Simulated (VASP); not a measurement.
# Nb (Fm-3m) in VASP: a series of runs

Nb is run at these levels: LDA; tasks: single point.

Program: VASP 6.6.1. These are calculated values, not measurements. Logs are shortened: lines on timing, memory, paths and dates and some standing lists are left out, and cuts for length are marked.

## Step 1: The cell of the first run

It takes space group Fm-3m (No. 225, cubic). The conventional cell has a = 4.142 Å, b = 4.142 Å, c = 4.142 Å, α = 90.00°, β = 90.00°, γ = 90.00°. Nb (site symmetry m-3m) has 12 Nb at 2.93 Å within 3.9 Å.

## Step 2: Single point, LDA

INCAR

```
  PREC = Accurate
  ENCUT = 520
  EDIFF = 1E-6
  ISMEAR = -1
  SIGMA = 0.1
  LREAL = False
  LASPH = True
  NELM = 80
  ALGO = Normal
  ISIF = 2
  LWAVE = False
  LCHARG = False
  NBANDS = 12
```

KPOINTS

```
regular mesh
0
Gamma
  15 15 15
```

POSCAR

```
Nb
1.0
    0.0000000000      2.0711543911      2.0711543911
    2.0711543911      0.0000000000      2.0711543911
    2.0711543911      2.0711543911      0.0000000000
Nb
1
Direct
    0.0000000000      0.0000000000      0.0000000000
```

Potentials or basis: VASP PAW LDA potentials, release 64 (Nb_sv).

Command:

```bash
cat potpaw_LDA.64/Nb_sv/POTCAR > POTCAR
mpirun -np 1 vasp_std > vasp.out
```

OUTCAR:

```text
PREC = Accurate
   ENCUT = 520
   EDIFF = 1E-6
   ISMEAR = -1
   LREAL = False
   LASPH = True
   NELM = 80
   ISIF = 2

 ion  position               nearest neighbor table
   1  0.000  0.000  0.000-

  LATTYP: Found a face centered cubic cell.
 ALAT       =     4.1423087822

  Lattice vectors:

 A1 = (   0.0000000000,   2.0711543911,   2.0711543911)
 A2 = (   2.0711543911,   0.0000000000,   2.0711543911)
 A3 = (   2.0711543911,   2.0711543911,   0.0000000000)

Analysis of symmetry for initial positions (statically):
=====================================================================
 Subroutine PRICEL returns:
 Original cell was already a primitive cell.

 Routine SETGRP: Setting up the symmetry group for a
 face centered cubic supercell.

 Subroutine GETGRP returns: Found 48 space group operations
 (whereof 48 operations were pure point group operations)
 out of a pool of 48 trial point group operations.

The static configuration has the point symmetry O_h .

Analysis of symmetry for dynamics (positions and initial velocities):
=====================================================================
 Subroutine PRICEL returns:
 Original cell was already a primitive cell.

 Routine SETGRP: Setting up the symmetry group for a
 face centered cubic supercell.

 Subroutine GETGRP returns: Found 48 space group operations
 (whereof 48 operations were pure point group operations)
 out of a pool of 48 trial point group operations.

The dynamic configuration has the point symmetry O_h .

 Subroutine INISYM returns: Found 48 space group operations
 (whereof 48 operations are pure point group operations),
 and found     1 'primitive' translations

----------------------------------------------------------------------------------------

                                     Primitive cell

  volume of cell :      17.7692

  direct lattice vectors                    reciprocal lattice vectors
     0.000000000  2.071154391  2.071154391    -0.241411264  0.241411264  0.241411264
     2.071154391  0.000000000  2.071154391     0.241411264 -0.241411264  0.241411264
     2.071154391  2.071154391  0.000000000     0.241411264  0.241411264 -0.241411264

  length of vectors
     2.929054630  2.929054630  2.929054630     0.418136575  0.418136575  0.418136575

  position of ions in fractional coordinates (direct lattice)
     0.000000000  0.000000000  0.000000000

  ion indices of the primitive-cell ions
   primitive index   ion index
                 1           1

----------------------------------------------------------------------------------------

 KPOINTS: regular mesh

Automatic generation of k-mesh.
 Grid dimensions read from file:
 generate k-points for:   15   15   15

 Generating k-lattice:

  Cartesian coordinates                     Fractional coordinates (reciprocal lattice)
    -0.016094084  0.016094084  0.016094084     0.066666667  0.000000000  0.000000000
     0.016094084 -0.016094084  0.016094084     0.000000000  0.066666667  0.000000000
     0.016094084  0.016094084 -0.016094084     0.000000000  0.000000000  0.066666667

  Length of vectors
     0.027875772  0.027875772  0.027875772

  Shift w.r.t. Gamma in fractional coordinates (k-lattice)
     0.000000000  0.000000000  0.000000000

 Subroutine IBZKPT returns following result:
 ===========================================

 Found    120 irreducible k-points:

 Following reciprocal coordinates:
            Coordinates               Weight
  0.000000  0.000000  0.000000      1.000000
  0.066667  0.000000  0.000000      8.000000
  0.133333  0.000000  0.000000      8.000000
  0.200000  0.000000  0.000000      8.000000
  0.266667  0.000000  0.000000      8.000000
  0.333333  0.000000  0.000000      8.000000
[... 16 lines left out ...]
  0.133333  0.133333  0.000000      6.000000
  0.200000  0.133333  0.000000     24.000000
 [... further k-points ...]
   k-points           NKPTS =    120   k-points in BZ     NKDIM =    120   number of bands    NBANDS=     12
   number of dos      NEDOS =    301   number of ions     NIONS =      1
   total plane-waves  NPLWV =  13824
   dimension x,y,z NGX =    24 NGY =   24 NGZ =   24
   dimension x,y,z NGXF=    48 NGYF=   48 NGZF=   48
   ions per type =               1
   NGX,Y,Z   is equivalent  to a cutoff of  13.62, 13.62, 13.62 a.u.
   NGXF,Y,Z  is equivalent  to a cutoff of  27.24, 27.24, 27.24 a.u.
 SYSTEM =  unknown system
   PREC   = accura    normal or accurate (medium, high low for compatibility)
   ISTART =      0    job   : 0-new  1-cont  2-samecut
   ICHARG =      2    charge: 1-file 2-atom 10-const
   ISPIN  =      1    spin polarized calculation?
   LNONCOLLINEAR =      F non collinear calculations
   LSORBIT =      F    spin-orbit coupling
   LASPH  =      T    aspherical Exc in radial PAW
   ENCUT  =  520.0 eV  38.22 Ry    6.18 a.u.   5.45  5.45  5.45*2*pi/ulx,y,z
   NELM   =     80;   NELMIN=  2; NELMDL= -5     # of ELM steps
   EDIFF  = 0.1E-05   stopping-criterion for ELM
   LREAL  =      F    real-space projection
   EDIFFG = 0.1E-04   stopping-criterion for IOM
   NSW    =      0    number of steps for IOM
   IBRION =     -1    ionic relax: 0-MD 1-quasi-New 2-CG
   NFREE  =      0    steps in history (QN), initial steepest desc. (CG)
   ISIF   =      2    stress and relaxation
   ISYM   =      2    0-nonsym 1-usesym 2-fastsym
   POTIM  = 0.5000    time-step for ionic-motion
   TEBEG  =    0.0;   TEEND  =   0.0 temperature during run
   PSTRESS=    0.0 pullay stress
   NELECT =      13.0000    total number of electrons
   NUPDOWN=      -1.0000    fix difference up-down
   EMIN   =  10.00;   EMAX   =-10.00  energy-range for DOS
   EFERMI =   0.00;   METHOD = LEGACY
   ISMEAR =    -1;   SIGMA  =   0.10  broadening in eV -4-tet -1-fermi 0-gaus
   EFERMI_NEDOS =   21; number of points for ismear=-14 and -15
   IALGO  =     38    algorithm
   IMIX   =      4    mixing-type and parameters
     AMIX     =   0.40;   BMIX     =  1.00
     AMIX_MAG =   1.60;   BMIX_MAG =  1.00
  volume/ion in A,a.u.               =      17.77       119.91
  Fermi-wavevector in a.u.,A,eV,Ry     =   1.475141  2.787612 29.606827  2.176040
  Thomas-Fermi vector in A             =   2.589826
   LORBIT       =      0    0 simple, 1 ext, 2 COOP (PROOUT), +10 PAW based schemes
   GGA     = CA    functional components
   LHFCALC =     F    Hartree Fock is set to
   AEXX    =    0.0000 exact exchange contribution
   IVDW    =     0    specifies the selected vdW correction
   LEPSILON=     F    determine dielectric tensor
   LRPA    =     F    only Hartree local field effects (RPA)
 non-spin polarized calculation
  energy-cutoff  :      520.00
  volume of cell :       17.77
 maximum number of plane-waves:       531
 NGX is ok and might be reduce to    24
   NGX = 11   NGY = 11   NGZ = 11

 number of electron      13.0000000 magnetization

 Free energy of the ion-electron system (eV)
  ---------------------------------------------------
  ext. energy  EPLUGINS =         0.00000000
  ---------------------------------------------------
  free energy    TOTEN  =       -10.91566890 eV

  energy without entropy =      -10.86797579  energy(sigma->0) =      -10.89182235

 E-fermi :  11.5614     XC(G=0): -12.7860

 val. band max:       11.5583393019   @ k =   0.3333   0.2000   0.0000
 cond. band min:      11.5650236688   @ k =   0.3333   0.2000   0.0667
 fundamental gap:      0.0066843668
 Fermi energy:        11.5614019330

 k-point     1 :       0.0000    0.0000    0.0000
  band No.  band energies     occupation
      1     -42.8700      2.00000
      2     -18.3001      2.00000
      3     -18.3001      2.00000
      4     -18.3001      2.00000
      5       5.2254      2.00000
      6      11.5978      0.81998
      7      11.5978      0.81998
      8      11.5978      0.81998
      9      14.3802      0.00000
     10      14.3802      0.00000
     11      23.4764      0.00000
     12      28.4312      0.00000

 k-point     2 :       0.0667    0.0000    0.0000
  band No.  band energies     occupation
      1     -42.8595      2.00000
      2     -18.3670      2.00000
      3     -18.3082      2.00000
      4     -18.3082      2.00000
      5       5.4027      2.00000
      6      11.4600      1.46749
      7      11.6799      0.46838
      8      11.6799      0.46838
      9      14.3046      0.00000
     10      14.3046      0.00000
     11      23.8355      0.00000
     12      27.7366      0.00000

 k-point     3 :       0.1333    0.0000    0.0000
  band No.  band energies     occupation
      1     -42.8298      2.00000
      2     -18.5534      2.00000
      3     -18.3311      2.00000
      4     -18.3311      2.00000
      5       5.8976      2.00000
      6      11.1353      1.97219
      7      11.8766      0.08202
      8      11.8766      0.08202
      9      14.1596      0.00000
     10      14.1596      0.00000
     11      24.7289      0.00000
     12      26.5363      0.00000
[... 286 lines left out ...]
 k-point    23 :       0.1333    0.1333    0.0000
  band No.  band energies     occupation
      1     -42.8165      2.00000
      2     -18.5458      2.00000
      3     -18.3866      2.00000
      4     -18.3866      2.00000
      5       6.1220      2.00000
      6      10.7447      1.99943
      7      12.1662      0.00471
      8      12.1662      0.00471
      9      13.3594      0.00000
     10      14.6778      0.00000
     11      25.2817      0.00000
     12      27.5005      0.00000

 k-point    24 :       0.2000    0.1333    0.0000
  band No.  band energies     occupation
      1     -42.7836      2.00000
      2     -18.7199      2.00000
      3     -18.4301      2.00000
      4     -18.4182      2.00000
      5       6.6529      2.00000
      6      10.3862      1.99998
      7      12.3021      0.00121
      8      12.4433      0.00030
      9      13.1592      0.00000
     10      14.8282      0.00000
     11      26.2320      0.00000
     12      26.8547      0.00000

 [... further k-points ...]
[... 5 lines left out ...]
  --------------------------------------------------------------------------------------
  -------------------------------------------------------------------------------------
  Total       -0.0600971     -0.0600971     -0.0600971      0.0000000      0.0000000      0.0000000
  in kB       -5.4187195     -5.4187195     -5.4187195      0.0000000      0.0000000      0.0000000
  external PRESSURE =      -5.4187195 kB  Pullay stress =       0.0000000 kB

 VOLUME and BASIS-vectors are now :
 -----------------------------------------------------------------------------
  energy-cutoff  :      520.00
  volume of cell :       17.77
      direct lattice vectors                 reciprocal lattice vectors
     0.000000000  2.071154391  2.071154391    -0.241411264  0.241411264  0.241411264
     2.071154391  0.000000000  2.071154391     0.241411264 -0.241411264  0.241411264
     2.071154391  2.071154391  0.000000000     0.241411264  0.241411264 -0.241411264

 POSITION                                       TOTAL-FORCE (eV/Angst)
 -----------------------------------------------------------------------------------
      0.00000      0.00000      0.00000         0.000000      0.000000      0.000000
 -----------------------------------------------------------------------------------
    total drift:                                0.000000     -0.000000     -0.000000

  FREE ENERGIE OF THE ION-ELECTRON SYSTEM (eV)
  ---------------------------------------------------
  free  energy   TOTEN  =       -10.9156689005 eV

  energy  without entropy=      -10.8679757899  energy(sigma->0) =      -10.89182235
```

It took 14 s on 1 thread of Intel Xeon 6975P-C, shared host; peak memory 0.14 GiB.

What came out:

```yaml
Free_energy: -10.9157 eV
Pressure: -0.5 GPa
```

## Step 3: Single point, LDA (volume scaled by 1.04)

INCAR

```
SYSTEM = Nb
ALGO = Normal ; EDIFF = 1E-7
ENCUT = 520 ; ISIF = 2
ISMEAR = -1 ; LASPH = .True.
LCHARG = .False. ; LREAL = .False.
LWAVE = .False. ; NBANDS = 12
NELM = 80 ; PREC = Accurate
SIGMA = 0.1
```

KPOINTS

```
k-points
0
Gamma
  15 15 15
  0 0 0
```

POSCAR

```
Nb
1.0
    0.0000000000      2.0984095481      2.0984095481
    2.0984095481      0.0000000000      2.0984095481
    2.0984095481      2.0984095481      0.0000000000
Nb
1
Direct
    0.0000000000      0.0000000000      0.0000000000
```

Potentials or basis: VASP PAW LDA potentials, release 64 (Nb_sv).

Command:

```bash
cat potpaw_LDA.64/Nb_sv/POTCAR > POTCAR
mpirun -np 1 vasp_std > vasp.out
```

Wall time 15 s (1 thread of Intel Xeon 6975P-C, shared host); peak memory 0.15 GiB.

The run converged. Its results:

```yaml
Free_energy: -10.8989 eV
Pressure: -7.1 GPa
```

Levels at points of the mesh, in eV from the Fermi level:
| k point | band 2 | band 3 | band 4 | band 5 | band 6 | band 7 | band 8 | band 9 | band 10 | band 11 |
| --- | --- | --- | --- | --- | --- | --- | --- | --- | --- | --- |
| (0.00, 0.00, 0.00) | -29.98 | -29.98 | -29.98 | -6.25 | 0.07 | 0.07 | 0.07 | 2.70 | 2.70 | 11.88 |

## Step 4: Single point, LDA (volume scaled by 1.08)

INCAR

```
PREC = Accurate
ENCUT = 520
EDIFF = 1E-6
ISMEAR = -1
SIGMA = 0.1
LREAL = F
LASPH = T
NELM = 100
ALGO = Normal
ISIF = 2
LWAVE = F
LCHARG = F
NBANDS = 12
```

KPOINTS

```
regular mesh
0
Gamma
  15 15 15
```

POSCAR

```
Nb
1.0
    0.0000000000      2.1249745144      2.1249745144
    2.1249745144      0.0000000000      2.1249745144
    2.1249745144      2.1249745144      0.0000000000
Nb
1
Direct
    0.0000000000      0.0000000000      0.0000000000
```

Command:

```bash
cat potpaw_LDA.64/Nb_sv/POTCAR > POTCAR
mpirun -np 1 vasp_std > vasp.out
```

Wall time 15 s (1 thread of Intel Xeon 6975P-C, shared host); peak memory 0.14 GiB.

The run converged. Its results:

* Free energy: -10.8554 eV
* Pressure: -12.6 GPa

Levels at points of the mesh, in eV from the Fermi level:
```csv
k point,band 3,band 4,band 5,band 6,band 7,band 8,band 9,band 10
"(0.00, 0.00, 0.00)",-30.09,-30.09,-6.15,0.09,0.09,0.09,2.59,2.59
```

## Step 5: Single point, LDA (volume scaled by 1.12)

INCAR

```
SYSTEM = Nb
PREC = Accurate
ENCUT = 520
EDIFF = 1E-6
ISMEAR = -1
SIGMA = 0.1
LREAL = .False.
LASPH = .True.
NELM = 100
ALGO = Normal
ISIF = 2
LWAVE = .False.
LCHARG = .False.
GGA = CA
NBANDS = 12
```

KPOINTS

```
regular mesh
0
Gamma
  15 15 15
  0 0 0
```

POSCAR

```
Nb
1.0
    0.0000000000      2.1508913920      2.1508913920
    2.1508913920      0.0000000000      2.1508913920
    2.1508913920      2.1508913920      0.0000000000
Nb
1
Direct
    0.0000000000      0.0000000000      0.0000000000
```

Command:

```bash
cat potpaw_LDA.64/Nb_sv/POTCAR > POTCAR
mpirun -np 1 vasp_std > vasp.out
```

Run time: 15 s. Hardware: 1 thread of Intel Xeon 6975P-C, shared host; peak memory 0.14 GiB.

The run converged. Its results:

```
Free energy : -10.7899 eV
Pressure    : -17.1 GPa
```

Levels at points of the mesh, in eV from the Fermi level:
```
           k point  band 3  band 4  band 5  band 6  band 7  band 8  band 9  band 10
(0.00, 0.00, 0.00)  -30.20  -30.20   -6.06    0.11    0.11    0.11    2.48     2.48
```

## Step 6: Summary

| cell | gap on the mesh (eV) | pressure (GPa) |
| --- | --- | --- |
| a = 2.929 Å, angles 60.0°, 1 atom | none | -0.5 |
| a = 2.968 Å, angles 60.0°, 1 atom | none | -7.1 |
| a = 3.005 Å, angles 60.0°, 1 atom | none | -12.6 |
| a = 3.042 Å, angles 60.0°, 1 atom | none | -17.1 |

Alike in all rows: task single point; level LDA; potentials or basis VASP PAW LDA potentials, release 64 (Nb_sv); no spin polarisation; k mesh 15 × 15 × 15; cutoff (eV) 520; smearing fermi-dirac 0.1 eV.

Total energies depend on the potentials used, so only differences within one code and one set of settings carry meaning.
